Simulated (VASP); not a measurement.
# C (Cm) in VASP: notebook, part 2 of 2

VASP 6.6.1.

### 3 Single point, LDA

The COD entry that gives the cell may itself be a prediction, so a difference from it is no test against experiment.

INCAR

```
SYSTEM = C
PREC     = Accurate       ! precision mode
ENCUT    = 520            ! plane-wave cutoff, eV
EDIFF    = 1E-6           ! SCF threshold, eV
ISMEAR   = 0              ! smearing method
SIGMA    = 0.05           ! smearing width, eV
LREAL    = .FALSE.        ! projectors in reciprocal space
LASPH    = .TRUE.         ! aspherical terms in the spheres
NELM     = 100            ! most SCF steps
ALGO     = Normal         ! electronic algorithm
ISIF     = 2              ! what is computed and relaxed
LWAVE    = .FALSE.        ! write WAVECAR
LCHARG   = .FALSE.        ! write CHGCAR
NBANDS   = 31             ! bands
```

KPOINTS

```
regular mesh
0
G
  10 10 3
  0 0 0
```

POSCAR

```
C
1.0
   -2.4912907516      0.0000000000      0.0000000000
   -1.2456453758     -2.1575210791      0.0000000000
    0.9343585964      0.5394521871     10.2538776052
C
10
Direct
   -0.0479986137     -0.0479986137      0.8741556576
    0.9147685937      0.9147685937      0.7252443424
    0.0982175969      0.0982175969      0.1257869493
    0.8518523831      0.8518523831      0.4736130507
    0.1354750739      0.1354750739      0.2747969895
    0.8145949061      0.8145949061      0.3246030105
    0.2978709091      0.2978709091      0.9242937306
    0.5688990709      0.5688990709      0.6751062694
    0.4190189238      0.4190189238      0.0756656066
    0.5310510562      0.5310510562      0.5237343934
```

Potentials or basis: VASP PAW LDA potentials, release 64 (C).

Command:

```console
$ cat potpaw_LDA.64/C/POTCAR > POTCAR
$ mpirun -np 1 vasp_std > vasp.out
```

OUTCAR:

```text
SYSTEM = C
   PREC = Accurate
   ENCUT = 520
   EDIFF = 1E-6
   ISMEAR = 0
   LREAL = .FALSE.
   LASPH = .TRUE.
   NELM = 100
   ISIF = 2

 ion  position               nearest neighbor table
   1  0.952  0.952  0.874-   2 1.53   7 1.53   7 1.53   7 1.53
   2  0.915  0.915  0.725-   1 1.53   8 1.53   8 1.53   8 1.53
   3  0.098  0.098  0.126-   9 1.53   9 1.53   9 1.53   5 1.53
   4  0.852  0.852  0.474-  10 1.53  10 1.53  10 1.53   6 1.53
   5  0.135  0.135  0.275-   6 1.53   6 1.53   6 1.53   3 1.53
   6  0.815  0.815  0.325-   5 1.53   5 1.53   5 1.53   4 1.53
   7  0.298  0.298  0.924-   1 1.53   1 1.53   1 1.53   9 1.59
   8  0.569  0.569  0.675-   2 1.53   2 1.53   2 1.53  10 1.55
   9  0.419  0.419  0.076-   3 1.53   3 1.53   3 1.53   7 1.59
  10  0.531  0.531  0.524-   4 1.53   4 1.53   4 1.53   8 1.55

  LATTYP: Found a base centered monoclinic cell.
 ALAT       =     4.3150421582
 B/A-ratio  =     0.5773502692
 C/A-ratio  =     2.3894278887
 COS(beta)  =    -0.1046415062

  Lattice vectors:

 A1 = (  -2.4912907516,   0.0000000000,   0.0000000000)
 A2 = (  -1.2456453758,  -2.1575210791,   0.0000000000)
 A3 = (   0.9343585964,   0.5394521871,  10.2538776052)

Analysis of symmetry for initial positions (statically):
=====================================================================
 Subroutine PRICEL returns:
 Original cell was already a primitive cell.

 Routine SETGRP: Setting up the symmetry group for a
 base centered monoclinic supercell.

 Subroutine GETGRP returns: Found  2 space group operations
 (whereof  2 operations were pure point group operations)
 out of a pool of  4 trial point group operations.

The static configuration has the point symmetry C_1h.

Analysis of symmetry for dynamics (positions and initial velocities):
=====================================================================
 Subroutine PRICEL returns:
 Original cell was already a primitive cell.

 Routine SETGRP: Setting up the symmetry group for a
 base centered monoclinic supercell.

 Subroutine GETGRP returns: Found  2 space group operations
 (whereof  2 operations were pure point group operations)
 out of a pool of  4 trial point group operations.

The dynamic configuration has the point symmetry C_1h.

 Subroutine INISYM returns: Found  2 space group operations
 (whereof  2 operations are pure point group operations),
 and found     1 'primitive' translations

----------------------------------------------------------------------------------------

                                     Primitive cell

  volume of cell :      55.1147

  direct lattice vectors                    reciprocal lattice vectors
    -2.491290752  0.000000000  0.000000000    -0.401398351  0.231747446  0.024384271
    -1.245645376 -2.157521079  0.000000000     0.000000000 -0.463494892  0.024384271
     0.934358596  0.539452187 10.253877605     0.000000000  0.000000000  0.097524082

  length of vectors
     2.491290752  2.491290752 10.310482074     0.464135872  0.464135872  0.097524082

  position of ions in fractional coordinates (direct lattice)
     0.952001386  0.952001386  0.874155658
     0.914768594  0.914768594  0.725244342
     0.098217597  0.098217597  0.125786949
     0.851852383  0.851852383  0.473613051
     0.135475074  0.135475074  0.274796989
     0.814594906  0.814594906  0.324603010
[... 72 lines left out ...]
   number of dos      NEDOS =    301   number of ions     NIONS =     10
   total plane-waves  NPLWV =  32000
   dimension x,y,z NGX =    20 NGY =   20 NGZ =   80
   dimension x,y,z NGXF=    40 NGYF=   40 NGZF=  160
   ions per type =              10
   NGX,Y,Z   is equivalent  to a cutoff of  13.35, 13.35, 12.90 a.u.
   NGXF,Y,Z  is equivalent  to a cutoff of  26.69, 26.69, 25.80 a.u.
 SYSTEM =  C
   PREC   = accura    normal or accurate (medium, high low for compatibility)
   ISTART =      0    job   : 0-new  1-cont  2-samecut
   ICHARG =      2    charge: 1-file 2-atom 10-const
   ISPIN  =      1    spin polarized calculation?
   LNONCOLLINEAR =      F non collinear calculations
   LSORBIT =      F    spin-orbit coupling
   LASPH  =      T    aspherical Exc in radial PAW
   ENCUT  =  520.0 eV  38.22 Ry    6.18 a.u.   4.63  4.63 19.17*2*pi/ulx,y,z
   NELM   =    100;   NELMIN=  2; NELMDL= -5     # of ELM steps
   EDIFF  = 0.1E-05   stopping-criterion for ELM
   LREAL  =      F    real-space projection
   EDIFFG = 0.1E-04   stopping-criterion for IOM
   NSW    =      0    number of steps for IOM
   IBRION =     -1    ionic relax: 0-MD 1-quasi-New 2-CG
   NFREE  =      0    steps in history (QN), initial steepest desc. (CG)
   ISIF   =      2    stress and relaxation
   ISYM   =      2    0-nonsym 1-usesym 2-fastsym
   POTIM  = 0.5000    time-step for ionic-motion
   TEBEG  =    0.0;   TEEND  =   0.0 temperature during run
   PSTRESS=    0.0 pullay stress
   NELECT =      40.0000    total number of electrons
   NUPDOWN=      -1.0000    fix difference up-down
   EMIN   =  10.00;   EMAX   =-10.00  energy-range for DOS
   EFERMI =   0.00;   METHOD = LEGACY
   ISMEAR =     0;   SIGMA  =   0.05  broadening in eV -4-tet -1-fermi 0-gaus
   EFERMI_NEDOS =   21; number of points for ismear=-14 and -15
   IALGO  =     38    algorithm
   IMIX   =      4    mixing-type and parameters
     AMIX     =   0.40;   BMIX     =  1.00
     AMIX_MAG =   1.60;   BMIX_MAG =  1.00
  volume/ion in A,a.u.               =       5.51        37.19
  Fermi-wavevector in a.u.,A,eV,Ry     =   1.471202  2.780169 29.448929  2.164435
  Thomas-Fermi vector in A             =   2.586366
   LORBIT       =      0    0 simple, 1 ext, 2 COOP (PROOUT), +10 PAW based schemes
   GGA     = CA    functional components
   LHFCALC =     F    Hartree Fock is set to
   AEXX    =    0.0000 exact exchange contribution
   IVDW    =     0    specifies the selected vdW correction
   LEPSILON=     F    determine dielectric tensor
   LRPA    =     F    only Hartree local field effects (RPA)
 non-spin polarized calculation
 Gauss-broadening in eV      SIGMA  =   0.05
  energy-cutoff  :      520.00
  volume of cell :       55.11
 maximum number of plane-waves:      1503
   NGX =  9   NGY =  9   NGZ = 39

 number of electron      39.9999998 magnetization

 Free energy of the ion-electron system (eV)
  ---------------------------------------------------
  ext. energy  EPLUGINS =         0.00000000
  ---------------------------------------------------
  free energy    TOTEN  =      -100.66863498 eV

  energy without entropy =     -100.66863498  energy(sigma->0) =     -100.66863498

 E-fermi :  10.6962     XC(G=0): -13.6432

 val. band max:       10.4836568952   @ k =   0.0000   0.0000   0.0000
 cond. band min:      14.5920828624   @ k =   0.4000   0.4000   0.0000
 fundamental gap:      4.1084259672
 Fermi energy:        10.6962187844

 k-point     1 :       0.0000    0.0000    0.0000
  band No.  band energies     occupation
      1     -11.5623      2.00000
      2     -10.4912      2.00000
      3     -10.4076      2.00000
      4      -7.2587      2.00000
      5      -7.2161      2.00000
      6      -1.4983      2.00000
[... 805 lines left out ...]
     30      21.0505      0.00000
     31      21.4212      0.00000

 [... further k-points ...]

------------------------ aborting loop because EDIFF is reached ----------------------------------------

  FORCE on cell =-STRESS in cart. coord.  units (eV):
  Direction    XX          YY          ZZ          XY          YZ          ZX
  --------------------------------------------------------------------------------------
  -------------------------------------------------------------------------------------
  Total        0.1322001      0.5688435      0.8210739     -0.3781442      2.7211224      4.7131222
  in kB        3.8430387     16.5362017     23.8685071    -10.9926016     79.1026550    137.0098174
  external PRESSURE =      14.7492492 kB  Pullay stress =       0.0000000 kB

 VOLUME and BASIS-vectors are now :
 -----------------------------------------------------------------------------
  energy-cutoff  :      520.00
  volume of cell :       55.11
      direct lattice vectors                 reciprocal lattice vectors
    -2.491290752  0.000000000  0.000000000    -0.401398351  0.231747446  0.024384271
    -1.245645376 -2.157521079  0.000000000     0.000000000 -0.463494892  0.024384271
     0.934358596  0.539452187 10.253877605     0.000000000  0.000000000  0.097524082

 POSITION                                       TOTAL-FORCE (eV/Angst)
 -----------------------------------------------------------------------------------
     -2.74079     -1.58240      8.96349         0.088508      0.051100      0.015248
     -2.74079     -1.58240      7.43657        -0.203253     -0.117348     -0.049569
     -0.24950     -0.14405      1.28980         0.105413      0.060860     -0.011450
     -2.74079     -1.58240      4.85637         0.021309      0.012303      0.004017
     -0.24950     -0.14405      2.81773         0.234728      0.135520      0.057908
     -2.74079     -1.58240      3.32844        -0.002290     -0.001322     -0.004485
     -0.24950     -0.14405      9.47759        -2.202154     -1.271414      0.012880
     -1.49515     -0.86322      6.92246         0.001754      0.001013     -0.003420
     -1.49515     -0.86322      0.77587         1.972944      1.139080     -0.022490
     -1.49515     -0.86322      5.37031        -0.016959     -0.009791      0.001362
 -----------------------------------------------------------------------------------
    total drift:                               -0.000005     -0.000003     -0.000058

  FREE ENERGIE OF THE ION-ELECTRON SYSTEM (eV)
  ---------------------------------------------------
  free  energy   TOTEN  =      -100.6686349777 eV

  energy  without entropy=     -100.6686349777  energy(sigma->0) =     -100.66863498
```

Run time: 1.7 min. Hardware: 1 thread of Intel Xeon 6975P-C, shared host; peak memory 0.21 GiB.

What came out:

```
Free energy            : -100.6686 eV
Pressure               : 1.5 GPa
Largest force          : 2.543 eV/Å
Band gap on the k mesh : 4.11 eV, indirect (least direct gap 5.05 eV)
```

Forces in eV/Å, atoms in the order of the input:
```
C    0.089  0.051  0.015
C   -0.203 -0.117 -0.050
C    0.105  0.061 -0.011
C    0.021  0.012  0.004
C    0.235  0.136  0.058
C   -0.002 -0.001 -0.004
C   -2.202 -1.271  0.013
C    0.002  0.001 -0.003
C    1.973  1.139 -0.022
C   -0.017 -0.010  0.001
```

Stress tensor (GPa, compression positive):
```
 0.38 -1.10 13.70
-1.10  1.65  7.91
13.70  7.91  2.39
```

Caveat: forces of over 1 eV/Å act on the atoms, so gaps and moduli don't describe the material at rest. A k mesh can miss the band edges.

### 4 Single point, LDA

INCAR

```
PREC = Accurate
ENCUT = 520
EDIFF = 1E-6
ISMEAR = 0
SIGMA = 0.05
LREAL = F
LASPH = T
NELM = 100
ALGO = Normal
ISIF = 2
LWAVE = F
LCHARG = T
LELF = T
LVHAR = T
NBANDS = 31
```

KPOINTS

```
regular mesh
0
Gamma
  10 10 3
```

POSCAR

```
C
1.0
   -2.4912907516      0.0000000000      0.0000000000
   -1.2456453758     -2.1575210791      0.0000000000
   -2.1800039722     -1.2586258802     10.2538776052
C
10
Direct
   -0.7765199388     -0.7765199388      0.8741556576
    0.3103499588      0.3103499588      0.7252443424
   -0.0066132467     -0.0066132467      0.1257869493
    0.4571432667      0.4571432667      0.4736130507
   -0.0935407371     -0.0935407371      0.2747969895
    0.5440707571      0.5440707571      0.3246030105
   -0.4724354860     -0.4724354860      0.9242937306
    0.0062655060      0.0062655060      0.6751062694
    0.3559592073      0.3559592073      0.0756656066
    0.0945708127      0.0945708127      0.5237343934
```

Command:

```console
$ cat potpaw_LDA.64/C/POTCAR > POTCAR
$ mpirun -np 1 vasp_std > vasp.out
```

Wall time 1.8 min (1 thread of Intel Xeon 6975P-C, shared host); peak memory 0.21 GiB.

It converged, with:

* Free energy: -100.6687 eV
* Pressure: 1.5 GPa
* Largest force: 2.546 eV/Å
* Band gap on the k mesh: 3.99 eV, indirect (least direct gap 5.05 eV)

Forces on the atoms (eV/Å):
```
C    0.108  0.062  0.011
C    0.233  0.135 -0.057
C    0.092  0.053 -0.016
C   -0.020 -0.011  0.004
C   -0.204 -0.118  0.051
C    0.005  0.003 -0.002
C    1.970  1.137  0.022
C    0.001  0.001 -0.001
C   -2.205 -1.273 -0.013
C    0.019  0.011  0.001
```

Stress tensor (GPa, compression positive):
```
  0.37  -1.12 -13.69
 -1.12   1.66  -7.91
-13.69  -7.91   2.39
```

Levels at points of the mesh, in eV from the valence-band top:
| k point | band 17 | band 18 | band 19 | band 20 | band 21 | band 22 | band 23 | band 24 |
| --- | --- | --- | --- | --- | --- | --- | --- | --- |
| (0.00, 0.00, 0.00) | -1.53 | -0.57 | -0.27 | 0.00 | 5.05 | 5.22 | 5.41 | 6.60 |
| (0.50, 0.00, 0.00) | -4.53 | -4.37 | -3.68 | -3.56 | 4.52 | 5.13 | 5.41 | 5.57 |
| (0.50, 0.50, 0.00) | -4.72 | -3.95 | -3.74 | -3.70 | 4.21 | 4.48 | 5.30 | 5.42 |

Caveat: forces of over 1 eV/Å act on the atoms, so gaps and moduli don't describe the material at rest.

### 5 Single point, LDA

INCAR

```
SYSTEM = C
ALGO = Normal
EDIFF = 1E-6
ENCUT = 910
GGA_COMPAT = .False.
ISIF = 2
ISMEAR = 0
LASPH = .True.
LCHARG = .True.
LELF = .True.
LREAL = .False.
LVHAR = .True.
LWAVE = .False.
NBANDS = 31
NELM = 120
PREC = Accurate
SIGMA = 0.05
```

KPOINTS

```
k-points
0
Gamma
  10 10 3
  0 0 0
```

POSCAR

```
C
1.0
   -2.4912907516      0.0000000000      0.0000000000
   -1.2456453758     -2.1575210791      0.0000000000
   -1.5570567198     -0.8989671163     10.2538776052
C
10
Direct
   -0.6307981907     -0.6307981907      0.8741556576
    0.4312481907      0.4312481907      0.7252443424
    0.0143554378      0.0143554378      0.1257869493
    0.5360945622      0.5360945622      0.4736130507
   -0.0477320790     -0.0477320790      0.2747969895
    0.5981820790      0.5981820790      0.3246030105
   -0.3183557211     -0.3183557211      0.9242937306
    0.1188057211      0.1188057211      0.6751062694
    0.3685726639      0.3685726639      0.0756656066
    0.1818773361      0.1818773361      0.5237343934
```

Potentials or basis: VASP PAW LDA potentials, release 64 (C_h).

Command:

```console
$ cat potpaw_LDA.64/C_h/POTCAR > POTCAR
$ mpirun -np 1 vasp_std > vasp.out
```

It took 5.3 min on 1 thread of Intel Xeon Platinum 8259CL at 2.50GHz (Skylake/Cascade Lake), shared host; peak memory 0.35 GiB.

The run converged. Its results:

```
Free energy            : -97.4984 eV
Pressure               : 4.0 GPa
Largest force          : 5.501 eV/Å
Band gap on the k mesh : zero (band 20 reaches 11.98 eV, above the bottom of band 21 at 11.66 eV)
```

Forces in eV/Å, atoms in the order of the input:
```
C    0.543  0.314 -0.025
C    0.519  0.300 -0.524
C    0.238  0.137 -0.154
C   -0.029 -0.017  0.058
C   -0.210 -0.122  0.377
C    0.012  0.007 -0.044
C    3.038  1.754 -2.367
C    0.019  0.011  0.086
C   -4.170 -2.408  2.660
C    0.041  0.024 -0.067
```

Stress tensor (GPa, compression positive):
```
 -7.01  -6.28 -24.72
 -6.28   0.25 -14.27
-24.72 -14.27  18.75
```

Levels at points of the mesh, in eV from the Fermi level:
| k point | band 17 | band 18 | band 19 | band 20 | band 21 | band 22 | band 23 | band 24 |
| --- | --- | --- | --- | --- | --- | --- | --- | --- |
| (0.00, 0.00, 0.00) | -1.13 | -0.78 | -0.66 | 0.16 | 4.53 | 5.38 | 5.51 | 5.64 |
| (0.50, 0.00, 0.00) | -4.87 | -4.79 | -3.55 | -2.52 | 2.20 | 4.56 | 4.68 | 5.68 |
| (0.50, 0.50, 0.00) | -4.76 | -3.98 | -3.82 | -1.37 | -0.16 | 4.32 | 5.14 | 5.32 |

Caveat: the cutoff is under 1.25 times the usual one of these potentials, so pressure, stress and relaxed cells hold a basis-set (Pulay) error; forces of over 1 eV/Å act on the atoms, so gaps and moduli don't describe the material at rest.

### 6 The runs side by side

| potentials or basis | cell | cutoff (eV) | second run | gap on the mesh (eV) | pressure (GPa) | largest force (eV/Å) |
| --- | --- | --- | --- | --- | --- | --- |
| VASP PAW LDA potentials, release 64 (C) | a = 2.491, b = 2.491, c = 10.478 Å, angles 79.7, 79.7, 60.0°, 10 atoms | 520 | - | 1.99 | 2.2 | 4.82 |
| VASP PAW LDA potentials, release 64 (C) | a = 2.491, b = 2.491, c = 10.310 Å, angles 95.2, 95.2, 60.0°, 10 atoms | 520 | - | 4.11 | 1.5 | 2.54 |
| VASP PAW LDA potentials, release 64 (C) | a = 2.491, b = 2.491, c = 10.558 Å, angles 78.1, 78.1, 60.0°, 10 atoms | 520 | - | 3.99 | 1.5 | 2.55 |
| VASP PAW LDA potentials, release 64 (C_h) | a = 2.491, b = 2.491, c = 10.410 Å, angles 81.4, 81.4, 60.0°, 10 atoms | 910 | hard_potentials | none | 4.0 | 5.50 |

Alike in all rows: task single point; level LDA; no spin polarisation; k mesh 10 × 10 × 3; smearing gaussian 0.05 eV.

Caveats: forces of over 1 eV/Å act on the atoms, so gaps and moduli don't describe the material at rest; the cutoff is under 1.25 times the usual one of these potentials, so pressure, stress and relaxed cells hold a basis-set (Pulay) error (some runs).

Absolute energies hang on the potentials; compare differences alone.
